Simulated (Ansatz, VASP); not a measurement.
**Ge2Sb2Te5 in VASP and in Ansatz**

```
CELL_PARAMETERS angstrom
4.26663 0.00000 0.00000
-2.13331 3.69501 0.00000
0.00000 0.00000 17.61120
ATOMIC_POSITIONS crystal
Ge 0.33333 0.66667 0.90226
Ge 0.66667 0.33333 0.09774
Sb 0.00000 0.00000 0.69173
Sb 0.00000 0.00000 0.30827
Te 0.00000 0.00000 0.00000
Te 0.66667 0.33333 0.80691
Te 0.33333 0.66667 0.19309
Te 0.33333 0.66667 0.59521
Te 0.66667 0.33333 0.40479
```

Alike in both runs: functional r2SCAN; k mesh 9 × 9 × 2; occupations gaussian, width 0.01 eV; no spin polarisation.

Ansatz relaxed the structure, and its values are those at the end. VASP's run is a single point on that final structure, the one shown.

|  | VASP | Ansatz |
| --- | --- | --- |
| version | VASP 6.6.1 | Ansatz 0.2.0 |
| potentials or method | VASP PAW PBE potentials, release 64 (Ge_d, Sb, Te), cutoff 550 eV | scalar-relativistic, plane waves, PAW |
| valence electrons in the cell | 68 | 138 |

```csv
,VASP,Ansatz,Ansatz less VASP
gap on the k mesh at the Fermi level (eV),0.57,0.56,-0.008
least direct gap on the mesh (eV),0.57,0.56,-0.008
pressure (GPa),0.0,0.0,+0.01
rms of the force components (eV/Å),0.010,0.000,-0.0094
```

VASP's potentials were made for PBE, not for r2SCAN. The functional is the same, so the differences come from potentials, cutoffs and numerics. VASP's potentials hold 68 valence electrons a cell and Ansatz's 138, so a difference there can come from the potentials and not from the codes.

Neither program's run includes spin-orbit coupling.
